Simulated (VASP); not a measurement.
# SiSn4 (R-3m) in VASP: a series of runs

SiSn4 is run at these levels: PBE; tasks: single point, relaxation of cell and atoms.

Program: VASP 6.6.1. These are calculated values, not measurements. Logs are shortened: lines on timing, memory, paths and dates and some standing lists are left out, and cuts for length are marked.

**1. The cell of the first run**

The structure is trigonal, space group R-3m (No. 166). The conventional cell has a = 6.240 Å, b = 6.240 Å, c = 15.181 Å, α = 90.00°, β = 90.00°, γ = 120.00°. Si (site symmetry -3m) has 6 Sn at 3.12 Å within 4.1 Å. Within 4.1 Å of Sn (site symmetry 2/m) lie 6 Sn at 3.11 to 3.12 Å and 2 Si at 3.12 Å. Sn (site symmetry -3m) has 6 Sn at 3.11 Å within 4.1 Å.

**2. Single point, PBE**

File INCAR:

```
PREC = Accurate
ENCUT = 520
EDIFF = 1E-7
ISMEAR = 0
SIGMA = 0.1
LREAL = F
LASPH = T
NELM = 60
ALGO = Fast
ISIF = 2
LWAVE = F
LCHARG = F
GGA = PE
NBANDS = 38
```

File KPOINTS:

```
Automatic mesh
0
Gamma
  6 6 6
```

File POSCAR:

```
SiSn4
1.0
    3.1200432855      1.8013578308      5.0603603481
   -3.1200432855      1.8013578308      5.0603603481
    0.0000000000     -3.6027156615      5.0603603481
Si Sn
1 4
Direct
    0.5000000000      0.5000000000      0.5000000000
    0.0000000000      0.0000000000      0.5000000000
    0.5000000000      0.0000000000      0.0000000000
    0.0000000000      0.5000000000      0.0000000000
    0.0000000000      0.0000000000      0.0000000000
```

Potentials or basis: VASP PAW PBE potentials, release 64 (Si, Sn_d).

Started as:

```sh
$ cat potpaw_PBE.64/Si/POTCAR potpaw_PBE.64/Sn_d/POTCAR > POTCAR
$ mpirun -np 1 vasp_std > vasp.out
```

OUTCAR:

```text
PREC = Accurate
   ENCUT = 520
   EDIFF = 1E-7
   ISMEAR = 0
   LREAL = F
   LASPH = T
   NELM = 60
   ISIF = 2
   GGA = PE

 ion  position               nearest neighbor table
   1  0.500  0.500  0.500-   3 3.12   4 3.12   3 3.12   4 3.12   2 3.12   2 3.12
   2  0.000  0.000  0.500-   5 3.11   5 3.11   4 3.12   3 3.12   4 3.12   3 3.12   1 3.12   1 3.12

   3  0.500  0.000  0.000-   5 3.11   5 3.11   2 3.12   1 3.12   2 3.12   1 3.12   4 3.12   4 3.12

   4  0.000  0.500  0.000-   5 3.11   5 3.11   2 3.12   2 3.12   1 3.12   1 3.12   3 3.12   3 3.12

   5  0.000  0.000  0.000-   2 3.11   2 3.11   4 3.11   3 3.11   4 3.11   3 3.11

  LATTYP: Found a trigonal (rhomboedric) cell.
 ALAT       =     6.2118279911
 COS(alpha) =     0.4954404957

  Lattice vectors:

 A1 = (   3.1200432855,   1.8013578308,   5.0603603481)
 A2 = (  -3.1200432855,   1.8013578308,   5.0603603481)
 A3 = (   0.0000000000,  -3.6027156615,   5.0603603481)

Analysis of symmetry for initial positions (statically):
=====================================================================
 Subroutine PRICEL returns:
 Original cell was already a primitive cell.

 Routine SETGRP: Setting up the symmetry group for a
 trigonal (rhombohedral) supercell.

 Subroutine GETGRP returns: Found 12 space group operations
 (whereof 12 operations were pure point group operations)
 out of a pool of 12 trial point group operations.

The static configuration has the point symmetry D_3d.

Analysis of symmetry for dynamics (positions and initial velocities):
=====================================================================
 Subroutine PRICEL returns:
 Original cell was already a primitive cell.

 Routine SETGRP: Setting up the symmetry group for a
 trigonal (rhombohedral) supercell.

 Subroutine GETGRP returns: Found 12 space group operations
 (whereof 12 operations were pure point group operations)
 out of a pool of 12 trial point group operations.

The dynamic configuration has the point symmetry D_3d.

 Subroutine INISYM returns: Found 12 space group operations
 (whereof 12 operations are pure point group operations),
 and found     1 'primitive' translations

----------------------------------------------------------------------------------------

                                     Primitive cell

  volume of cell :     170.6449

  direct lattice vectors                    reciprocal lattice vectors
     3.120043285  1.801357831  5.060360348     0.160254187  0.092522798  0.065871462
    -3.120043285  1.801357831  5.060360348    -0.160254187  0.092522798  0.065871462
     0.000000000 -3.602715661  5.060360348     0.000000000 -0.185045596  0.065871462

  length of vectors
     6.211827991  6.211827991  6.211827991     0.196420269  0.196420269  0.196420269

  position of ions in fractional coordinates (direct lattice)
     0.500000000  0.500000000  0.500000000
     0.000000000  0.000000000  0.500000000
     0.500000000  0.000000000  0.000000000
     0.000000000  0.500000000  0.000000000
     0.000000000  0.000000000  0.000000000

  ion indices of the primitive-cell ions
   primitive index   ion index
                 1           1
                 2           2
                 3           3
                 4           4
                 5           5

----------------------------------------------------------------------------------------

 KPOINTS: Automatic mesh

Automatic generation of k-mesh.
 Grid dimensions read from file:
 generate k-points for:    6    6    6

 Generating k-lattice:

  Cartesian coordinates                     Fractional coordinates (reciprocal lattice)
     0.026709031  0.015420466  0.010978577     0.166666667  0.000000000 -0.000000000
    -0.026709031  0.015420466  0.010978577     0.000000000  0.166666667 -0.000000000
     0.000000000 -0.030840933  0.010978577     0.000000000  0.000000000  0.166666667

  Length of vectors
     0.032736711  0.032736711  0.032736711

  Shift w.r.t. Gamma in fractional coordinates (k-lattice)
     0.000000000  0.000000000  0.000000000

 Subroutine IBZKPT returns following result:
 ===========================================

 Found     32 irreducible k-points:

 Following reciprocal coordinates:
            Coordinates               Weight
  0.000000  0.000000  0.000000      1.000000
  0.166667  0.000000  0.000000      6.000000
  0.333333  0.000000  0.000000      6.000000
  0.500000 -0.000000  0.000000      3.000000
  0.166667  0.166667  0.000000      6.000000
  0.333333  0.166667 -0.000000     12.000000
[... 16 lines left out ...]
  0.500000  0.500000  0.166667      6.000000
 -0.333333  0.500000  0.166667     12.000000
 [... further k-points ...]
   k-points           NKPTS =     32   k-points in BZ     NKDIM =     32   number of bands    NBANDS=     38
   number of dos      NEDOS =    301   number of ions     NIONS =      5
   total plane-waves  NPLWV = 110592
   dimension x,y,z NGX =    48 NGY =   48 NGZ =   48
   dimension x,y,z NGXF=    96 NGYF=   96 NGZF=   96
   ions per type =               1   4
   NGX,Y,Z   is equivalent  to a cutoff of  12.85, 12.85, 12.85 a.u.
   NGXF,Y,Z  is equivalent  to a cutoff of  25.69, 25.69, 25.69 a.u.
 SYSTEM =  unknown system
   PREC   = accura    normal or accurate (medium, high low for compatibility)
   ISTART =      0    job   : 0-new  1-cont  2-samecut
   ICHARG =      2    charge: 1-file 2-atom 10-const
   ISPIN  =      1    spin polarized calculation?
   LNONCOLLINEAR =      F non collinear calculations
   LSORBIT =      F    spin-orbit coupling
   LASPH  =      T    aspherical Exc in radial PAW
   ENCUT  =  520.0 eV  38.22 Ry    6.18 a.u.  11.55 11.55 11.55*2*pi/ulx,y,z
   NELM   =     60;   NELMIN=  2; NELMDL= -5     # of ELM steps
   EDIFF  = 0.1E-06   stopping-criterion for ELM
   LREAL  =      F    real-space projection
   EDIFFG = 0.1E-05   stopping-criterion for IOM
   NSW    =      0    number of steps for IOM
   IBRION =     -1    ionic relax: 0-MD 1-quasi-New 2-CG
   NFREE  =      0    steps in history (QN), initial steepest desc. (CG)
   ISIF   =      2    stress and relaxation
   ISYM   =      2    0-nonsym 1-usesym 2-fastsym
   POTIM  = 0.5000    time-step for ionic-motion
   TEBEG  =    0.0;   TEEND  =   0.0 temperature during run
   PSTRESS=    0.0 pullay stress
   NELECT =      60.0000    total number of electrons
   NUPDOWN=      -1.0000    fix difference up-down
   EMIN   =  10.00;   EMAX   =-10.00  energy-range for DOS
   EFERMI =   0.00;   METHOD = LEGACY
   ISMEAR =     0;   SIGMA  =   0.10  broadening in eV -4-tet -1-fermi 0-gaus
   EFERMI_NEDOS =   21; number of points for ismear=-14 and -15
   IALGO  =     68    algorithm
   IMIX   =      4    mixing-type and parameters
     AMIX     =   0.40;   BMIX     =  1.00
     AMIX_MAG =   1.60;   BMIX_MAG =  1.00
  volume/ion in A,a.u.               =      34.13       230.31
  Fermi-wavevector in a.u.,A,eV,Ry     =   1.155476  2.183532 18.165466  1.335124
  Thomas-Fermi vector in A             =   2.292104
   LORBIT       =      0    0 simple, 1 ext, 2 COOP (PROOUT), +10 PAW based schemes
   GGA     = PE    functional components
   LHFCALC =     F    Hartree Fock is set to
   AEXX    =    0.0000 exact exchange contribution
   IVDW    =     0    specifies the selected vdW correction
   LEPSILON=     F    determine dielectric tensor
   LRPA    =     F    only Hartree local field effects (RPA)
 non-spin polarized calculation
 RMM-DIIS sequential band-by-band and
 Gauss-broadening in eV      SIGMA  =   0.10
  energy-cutoff  :      520.00
  volume of cell :      170.64
 maximum number of plane-waves:      4627
 NGX is ok and might be reduce to    48
   NGX = 23   NGY = 23   NGZ = 23

 number of electron      59.9999983 magnetization

 Free energy of the ion-electron system (eV)
  ---------------------------------------------------
  ext. energy  EPLUGINS =         0.00000000
  ---------------------------------------------------
  free energy    TOTEN  =       -17.95723399 eV

  energy without entropy =      -17.93229987  energy(sigma->0) =      -17.94476693

 E-fermi :   4.7043     XC(G=0):  -8.6745

 val. band max:        4.7033131236   @ k =   0.3333   0.3333   0.0000
 cond. band min:       4.7042803919   @ k =  -0.3333   0.3333   0.1667
 fundamental gap:      0.0009672683
 Fermi energy:         4.7042764590

 k-point     1 :       0.0000    0.0000    0.0000
  band No.  band energies     occupation
      1     -16.8859      2.00000
      2     -16.8030      2.00000
      3     -16.8030      2.00000
      4     -16.8020      2.00000
      5     -16.7875      2.00000
      6     -16.7875      2.00000
[... 30 lines left out ...]
     37       8.8102      0.00000
     38      10.2652      0.00000

 k-point     2 :       0.1667    0.0000    0.0000
  band No.  band energies     occupation
      1     -16.8708      2.00000
      2     -16.8004      2.00000
      3     -16.7916      2.00000
      4     -16.7888      2.00000
      5     -16.7791      2.00000
      6     -16.7731      2.00000
[... 30 lines left out ...]
     37       9.0425      0.00000
     38       9.6996      0.00000

 k-point     3 :       0.3333    0.0000    0.0000
  band No.  band energies     occupation
      1     -16.8425      2.00000
      2     -16.7959      2.00000
      3     -16.7835      2.00000
      4     -16.7660      2.00000
      5     -16.7246      2.00000
      6     -16.7209      2.00000
[... 30 lines left out ...]
     37       9.5070      0.00000
     38       9.6461      0.00000

 k-point     4 :       0.5000   -0.0000    0.0000
  band No.  band energies     occupation
      1     -16.8320      2.00000
      2     -16.7940      2.00000
      3     -16.7817      2.00000
      4     -16.7296      2.00000
      5     -16.6643      2.00000
      6     -16.6634      2.00000
[... 30 lines left out ...]
     37      10.0919      0.00000
     38      10.3935      0.00000
[... 703 lines left out ...]
      4     -16.7415      2.00000
      5     -16.7204      2.00000
      6     -16.6813      2.00000
[... 30 lines left out ...]
     37       8.9856      0.00000
     38       9.2644      0.00000

 k-point    23 :       0.5000    0.5000    0.1667
  band No.  band energies     occupation
      1     -16.8099      2.00000
      2     -16.7739      2.00000
      3     -16.7618      2.00000
      4     -16.7256      2.00000
      5     -16.7002      2.00000
      6     -16.6665      2.00000
[... 30 lines left out ...]
     37       9.3460      0.00000
     38      10.0628      0.00000

 k-point    24 :      -0.3333    0.5000    0.1667
  band No.  band energies     occupation
      1     -16.7882      2.00000
      2     -16.7733      2.00000
      3     -16.7452      2.00000
      4     -16.7318      2.00000
      5     -16.6804      2.00000
      6     -16.6777      2.00000
[... 30 lines left out ...]
     37       8.2742      0.00000
     38       9.1882      0.00000

 [... further k-points ...]
[... 5 lines left out ...]
  --------------------------------------------------------------------------------------
  -------------------------------------------------------------------------------------
  Total       -0.0440336     -0.0440336     -0.0574538     -0.0000000     -0.0000000      0.0000000
  in kB       -0.4134297     -0.4134297     -0.5394315     -0.0000000     -0.0000000      0.0000000
  external PRESSURE =      -0.4554303 kB  Pullay stress =       0.0000000 kB

 VOLUME and BASIS-vectors are now :
 -----------------------------------------------------------------------------
  energy-cutoff  :      520.00
  volume of cell :      170.64
      direct lattice vectors                 reciprocal lattice vectors
     3.120043285  1.801357831  5.060360348     0.160254187  0.092522798  0.065871462
    -3.120043285  1.801357831  5.060360348    -0.160254187  0.092522798  0.065871462
     0.000000000 -3.602715661  5.060360348     0.000000000 -0.185045596  0.065871462

 POSITION                                       TOTAL-FORCE (eV/Angst)
 -----------------------------------------------------------------------------------
      0.00000      0.00000      7.59054         0.000000     -0.000000     -0.000000
      0.00000     -1.80136      2.53018        -0.000000     -0.000000      0.000000
      1.56002      0.90068      2.53018         0.000000      0.000000      0.000000
     -1.56002      0.90068      2.53018        -0.000000     -0.000000     -0.000000
      0.00000      0.00000      0.00000         0.000000     -0.000000     -0.000000
 -----------------------------------------------------------------------------------
    total drift:                               -0.000000     -0.000000      0.000000

  FREE ENERGIE OF THE ION-ELECTRON SYSTEM (eV)
  ---------------------------------------------------
  free  energy   TOTEN  =       -17.9572339860 eV

  energy  without entropy=      -17.9322998721  energy(sigma->0) =      -17.94476693
```

Wall time 4 min (1 thread of Intel Xeon Platinum 8488C (Sapphire Rapids), shared host); peak memory 0.4 GiB.

Results:

* Free energy: -17.9572 eV
* Pressure: 0.0 GPa
* Band gap on the k mesh: zero (band 30 reaches 6.10 eV, above the bottom of band 31 at 3.71 eV)

Caveat: spin-orbit coupling is left out, which moves the levels of the heavy elements.

**3. Relaxation of cell and atoms, PBE**

This run uses another cell than the first one, of 35.41 Å³/atom, 1.037 times its volume.

File INCAR:

```
SYSTEM = SiSn4
PREC = Accurate ; ENCUT = 600
EDIFF = 1E-6 ; ISMEAR = 0
SIGMA = 0.1 ; LREAL = .False.
LASPH = .True. ; NELM = 80
ALGO = Fast ; ISIF = 3
LWAVE = .False. ; LCHARG = .False.
GGA = PE ; IBRION = 2
NSW = 100 ; EDIFFG = -0.01
```

File KPOINTS:

```
regular mesh
0
Gamma
  6 6 6
  0 0 0
```

Edit POSCAR of step 2 so:

```diff
@@ -2,5 +2,5 @@
 1.0
-    3.1200432855      1.8013578308      5.0603603481
-   -3.1200432855      1.8013578308      5.0603603481
-    0.0000000000     -3.6027156615      5.0603603481
+    3.0785279457      1.7773889382      5.3922632492
+   -3.0785279457      1.7773889382      5.3922632492
+    0.0000000000     -3.5547778764      5.3922632492
 Si Sn
```

Potentials or basis: VASP PAW PBE potentials, release 64 (Si, Sn_d).

Started as:

```sh
$ cat potpaw_PBE.64/Si/POTCAR potpaw_PBE.64/Sn_d/POTCAR > POTCAR
$ mpirun -np 1 vasp_std > vasp.out
```

OUTCAR:

```text
SYSTEM = SiSn4
   PREC = Accurate
   ENCUT = 600
   EDIFF = 1E-6
   ISMEAR = 0
   LREAL = .False.
   LASPH = .True.
   NELM = 80
   ISIF = 3
   GGA = PE
   IBRION = 2
   NSW = 100
   EDIFFG = -0.01

 ion  position               nearest neighbor table
   1  0.500  0.500  0.500-   2 3.08   2 3.08   3 3.08   3 3.08   4 3.08   4 3.08
   2  0.000  0.000  0.500-   1 3.08   1 3.08   3 3.08   4 3.08   4 3.08   3 3.08   5 3.23   5 3.23

   3  0.500  0.000  0.000-   4 3.08   4 3.08   1 3.08   1 3.08   2 3.08   2 3.08   5 3.23   5 3.23

   4  0.000  0.500  0.000-   3 3.08   3 3.08   2 3.08   1 3.08   1 3.08   2 3.08   5 3.23   5 3.23

   5  0.000  0.000  0.000-   3 3.23   4 3.23   4 3.23   3 3.23   2 3.23   2 3.23

  LATTYP: Found a trigonal (rhomboedric) cell.
 ALAT       =     6.4585562395
 COS(alpha) =     0.5455926944

  Lattice vectors:

 A1 = (   3.0785279457,   1.7773889382,   5.3922632492)
 A2 = (  -3.0785279457,   1.7773889382,   5.3922632492)
 A3 = (   0.0000000000,  -3.5547778764,   5.3922632492)

Analysis of symmetry for initial positions (statically):
[... 183 lines left out ...]

------------------------ aborting loop because EDIFF is reached ----------------------------------------

  FORCE on cell =-STRESS in cart. coord.  units (eV):
  Direction    XX          YY          ZZ          XY          YZ          ZX
  --------------------------------------------------------------------------------------
  -------------------------------------------------------------------------------------
  Total        0.3567607      0.3567607     -2.4256782      0.0000000      0.0000000     -0.0000000
  in kB        3.2287887      3.2287887    -21.9530998      0.0000000      0.0000000     -0.0000000
  external PRESSURE =      -5.1651741 kB  Pullay stress =       0.0000000 kB
[... 182 lines left out ...]
--------------------------------------- Ionic step        6  -------------------------------------------

 number of electron      60.0000007 magnetization

 Free energy of the ion-electron system (eV)
  ---------------------------------------------------
  ext. energy  EPLUGINS =         0.00000000
  ---------------------------------------------------
  free energy    TOTEN  =       -17.95755720 eV

  energy without entropy =      -17.93265240  energy(sigma->0) =      -17.94510480

 E-fermi :   4.7082     XC(G=0):  -8.6764

 val. band max:        4.7075591701   @ k =   0.3333   0.3333   0.0000
 cond. band min:       4.7083572205   @ k =  -0.3333   0.3333   0.1667
 fundamental gap:      0.0007980504
 Fermi energy:         4.7081569243

 k-point     1 :       0.0000    0.0000    0.0000
  band No.  band energies     occupation
      1     -16.8827      2.00000
      2     -16.7995      2.00000
      3     -16.7995      2.00000
      4     -16.7986      2.00000
      5     -16.7843      2.00000
      6     -16.7843      2.00000
[... 925 lines left out ...]
     35       7.0639      0.00000
     36       8.2570      0.00000

 [... further k-points ...]
[... 5 lines left out ...]
  --------------------------------------------------------------------------------------
  -------------------------------------------------------------------------------------
  Total        0.0052488      0.0052488      0.0035760      0.0000000      0.0000000     -0.0000000
  in kB        0.0493020      0.0493020      0.0335895      0.0000000      0.0000000     -0.0000000
  external PRESSURE =       0.0440645 kB  Pullay stress =       0.0000000 kB
[... 20 lines left out ...]
  FREE ENERGIE OF THE ION-ELECTRON SYSTEM (eV)
  ---------------------------------------------------
  free  energy   TOTEN  =       -17.9575571998 eV

  energy  without entropy=      -17.9326524020  energy(sigma->0) =      -17.94510480

 reached required accuracy - stopping structural energy minimisation
```

CONTCAR:

```text
SiSn4
   1.00000000000000
     3.1197252682247676    1.8011742234512751    5.0591847472107032
    -3.1197252682247676    1.8011742234512751    5.0591847472107032
    -0.0000000000000000   -3.6023484469025502    5.0591847472107032
  Si              Sn
     1     4
Direct
     0.5000000000000000    0.5000000000000000    0.5000000000000000
     0.0000000000000000    0.0000000000000000    0.5000000000000000
     0.5000000000000000    0.0000000000000000    0.0000000000000000
     1.0000000000000000    0.5000000000000000    0.0000000000000000
     1.0000000000000000    0.0000000000000000    1.0000000000000000

  0.00000000E+00  0.00000000E+00  0.00000000E+00
  0.00000000E+00  0.00000000E+00  0.00000000E+00
  0.00000000E+00  0.00000000E+00  0.00000000E+00
  0.00000000E+00  0.00000000E+00  0.00000000E+00
  0.00000000E+00  0.00000000E+00  0.00000000E+00
```

Run time: 30 min. Hardware: 1 thread of Intel Xeon Platinum 8488C (Sapphire Rapids), shared host; peak memory 0.54 GiB.

What came out:

```yaml
Free_energy: -17.9576 eV
Relaxed_volume: 34.11 Å³/atom
Relaxed_cell: a = 6.211 Å, b = 6.211 Å, c = 6.211 Å, α = 60.31°, β = 60.31°, γ = 60.31°
Space_group_after_relaxing_to_0.05_Å: R-3m (No. 166)
Energy_gained_by_relaxing: 16.3 meV/atom
Ionic_steps: 6
Pressure_after_relaxing: 0.0 GPa
Band_gap_on_the_k_mesh: zero (band 30 reaches 6.11 eV, above the bottom of band 31 at 3.71 eV)
```

Step by step:
| step | energy change (eV) | largest force (eV/Å) | pressure (GPa) | volume (Å³) |
| --- | --- | --- | --- | --- |
| 1 | 0.0000 | 0.0000 | -0.52 | 177.03 |
| 2 | -0.0488 | 0.0000 | -0.27 | 174.08 |
| 3 | -0.0778 | 0.0000 | 0.15 | 170.45 |
| 4 | -0.0797 | 0.0000 | 0.33 | 169.16 |
| 5 | -0.0813 | 0.0000 | -0.12 | 171.11 |
| 6 | -0.0816 | 0.0000 | 0.00 | 170.57 |

Final structure:
```cif
data_structure
_symmetry_space_group_name_H-M 'P 1'
_symmetry_Int_Tables_number 1
_cell_length_a 6.2107
_cell_length_b 6.2107
_cell_length_c 6.2107
_cell_angle_alpha 60.307
_cell_angle_beta 60.307
_cell_angle_gamma 60.307
_cell_volume 170.57
loop_
_atom_site_label
_atom_site_type_symbol
_atom_site_fract_x
_atom_site_fract_y
_atom_site_fract_z
_atom_site_occupancy
Si1 Si 0.50000 0.50000 0.50000 1
Sn1 Sn 0.00000 0.00000 0.50000 1
Sn2 Sn 0.50000 0.00000 0.00000 1
Sn3 Sn 0.00000 0.50000 0.00000 1
Sn4 Sn 0.00000 0.00000 0.00000 1
```

Caveat: spin-orbit coupling is left out, which moves the levels of the heavy elements.
